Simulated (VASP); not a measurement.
HBr, 2 atoms in the cell. The structure is orthorhombic, space group Fmmm (No. 69). Conventional cell: a = 5.722 Å, b = 5.809 Å, c = 6.154 Å, α = 90.00°, β = 90.00°, γ = 90.00°. H (site symmetry mmm) has 6 Br at 2.86 to 3.08 Å within 3.8 Å. Within 3.8 Å of Br (site symmetry mmm) lie 6 H at 2.86 to 3.08 Å.  This cell differs from its parent crystal: strain +0.030 along x and y, +0.015 along z.

```yaml
Program: VASP 6.6.1
Task: single point
Functional: r2SCAN
Potentials_or_basis: VASP PAW PBE potentials, release 64 (H, Br)
Cutoff: 520 eV
k_mesh: 14 × 14 × 14
Occupations: gaussian, width 0.15 eV
Spin: no spin polarisation
Dipole_correction: no
Further_INCAR_settings: ALGO = Normal; EDIFF = 1e-07; NBANDS = 11
```

Potentials or basis: VASP PAW PBE potentials, release 64 (H, Br).

Command:

```console
$ cat potpaw_PBE.64/H/POTCAR potpaw_PBE.64/Br/POTCAR > POTCAR
$ cp INCAR.step1 INCAR
$ mpirun -np 1 vasp_std > vasp.out
$ cp INCAR.step2 INCAR
$ mpirun -np 1 vasp_std > vasp.out
```

Hardware: 1 thread of Intel Xeon 8259CL, with other jobs on the host.

Problem. How long does it take, and how much memory?

Solution. It took 21 min on 1 thread of Intel Xeon 8259CL, on a shared host, peak memory 0.37 GiB. Counts: k points 428.
